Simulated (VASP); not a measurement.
GaN:

```
Ga N
1.0
     3.18315    0.00000    0.00000
    -1.59157    2.75669    0.00000
     0.00000    0.00000    5.18363
Ga N
2 2
Direct
  0.33333 0.66667 0.99911
  0.66667 0.33333 0.49911
  0.33333 0.66667 0.37589
  0.66667 0.33333 0.87589
```

Base run:

* Program: VASP 6.6.1
* Functional: r2SCAN
* Potentials or basis: VASP PAW PBE potentials, release 64 (Ga_d, N)
* Cutoff: 520 eV
* k mesh: 9 × 9 × 4
* Occupations: gaussian, width 0.01 eV
* Spin: no spin polarisation

Its results: band gap on the k mesh 2.34 eV, direct; pressure 1.1 GPa; largest force 0.005 eV/Å.

Task: The run is repeated on the same cell with these changes: functional from r2SCAN to PBE. What comes out?

Result: Band gap on the k mesh 1.94 eV, direct; pressure 6.3 GPa; largest force 0.005 eV/Å.

r2SCAN gives the wider gap, since meta-GGAs in the generalised Kohn-Sham scheme recover part of the derivative discontinuity.

Caveats: the PAW data sets were made with another functional, which shifts forces and pressure a little (some runs).

